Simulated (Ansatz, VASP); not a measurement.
Two plane-wave programs on TiSi6Mo

Contents of INCAR:

```
ALGO = Normal ; EDIFF = 1E-6
EDIFFG = -0.08 ; ENCUT = 600
GGA = PE ; IBRION = 2
ISIF = 3 ; ISMEAR = 0
LASPH = T ; LCHARG = F
LREAL = F ; LWAVE = F
NELM = 100 ; NSW = 36
PREC = Accurate ; SIGMA = 0.2
```

Contents of KPOINTS:

```
k-points
0
Gamma
  5 5 2
```

Contents of POSCAR:

```
TiSi6Mo
1.0
    3.2000000000      0.0000000000      0.0000000000
    0.0000000000      3.2000000000      0.0000000000
    0.0000000000      0.0000000000     11.5000000000
Ti Si Mo
1 6 1
Direct
    0.0000000000      0.0000000000      0.0000000000
    0.5000000000      0.5000000000      0.8750000000
    0.5000000000      0.5000000000      0.1250000000
    0.0000000000      0.0000000000      0.7500000000
    0.0000000000      0.0000000000      0.2500000000
    0.5000000000      0.5000000000      0.6250000000
    0.5000000000      0.5000000000      0.3750000000
    0.0000000000      0.0000000000      0.5000000000
```

Input for Ansatz:

```yaml
crystal:
  lattice:
    - [3.2, 0.0, 0.0]
    - [0.0, 3.2, 0.0]
    - [0.0, 0.0, 11.5]
  atoms:
    - { symbol: Ti, position: [0.0, 0.0, 0.0] }
    - { symbol: Si, position: [0.5, 0.5, 0.875] }
    - { symbol: Si, position: [0.5, 0.5, 0.125] }
    - { symbol: Si, position: [0.0, 0.0, 0.75] }
    - { symbol: Si, position: [0.0, 0.0, 0.25] }
    - { symbol: Si, position: [0.5, 0.5, 0.625] }
    - { symbol: Si, position: [0.5, 0.5, 0.375] }
    - { symbol: Mo, position: [0.0, 0.0, 0.5] }
basis:
  ecutwfc: 420
kpoints:
  mp_grid: { grid: [5, 5, 2] }
hamiltonian:
  xc: pbe
scf:
  occupations: { method: gaussian, width: 0.2 }
  lower_state_search: "off"
output:
  forces: true
  stress: true
  eigenvalues: true
relax:
  adjacent_minimum: "off"
  f_tol: 0.08
  max_steps: 16
  cell: { stress_tol: 0.8 }
```

Alike in both runs: task relaxation of cell and atoms; functional PBE; k mesh 5 × 5 × 2; occupations gaussian, width 0.2 eV; no spin polarisation.

|  | VASP | Ansatz |
| --- | --- | --- |
| version | VASP 6.6.1 | Ansatz 0.2.0 |
| potentials or method | VASP PAW PBE potentials, release 64 (Ti_sv, Si, Mo_sv), cutoff 600 eV | scalar-relativistic, plane waves, PAW |
| valence electrons in the cell | 50 | 50 |

```tsv
	VASP	Ansatz	Ansatz less VASP
gap on the k mesh at the Fermi level, each at its own relaxed structure (eV)	none	none	-
relaxed volume (Å³/atom)	14.21	14.23	+0.014
relaxed cell length with the largest relative difference (Å)	3.350	3.352	+0.0021
```

A gap of «none» marks a metal or a gap that the smearing closes.

The k mesh is coarse, so the values compare programs but aren't converged.
